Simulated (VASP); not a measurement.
The system is C.

```
C
1.0
     0.00000    1.83738    1.70913
     1.83738    0.00000    1.70913
     1.83738    1.83738    0.00000
C
2
Direct
  0.50000 0.50000 0.50000
  0.75000 0.75000 0.75000
```

This cell differs from its parent crystal: volume 5.770 Å^3 an atom, c/a of the conventional cell 0.9302.

Base run:

```yaml
Program: VASP 6.6.1
Functional: LDA
Potentials_or_basis: VASP PAW LDA potentials, release 64 (C_h)
Cutoff: 910 eV
k_mesh: 12 × 12 × 12
Occupations: gaussian, width 0.05 eV
Spin: no spin polarisation
```

Its results: band gap on the k mesh 2.34 eV, indirect (least direct gap 4.30 eV); pressure -19.4 GPa.

Task: The run is repeated on the same cell with these changes: potentials or basis from VASP PAW LDA potentials, release 64 (C_h) to VASP PAW LDA potentials, release 64 (C); cutoff from 910 eV to 520 eV. What comes out?

Result: Band gap on the k mesh 2.34 eV, indirect (least direct gap 4.30 eV); pressure -18.6 GPa.

Caveats: the cutoff is under 1.25 times the usual one of these potentials, so pressure, stress and relaxed cells hold a basis-set (Pulay) error (some runs).

A k mesh can miss the band edges.
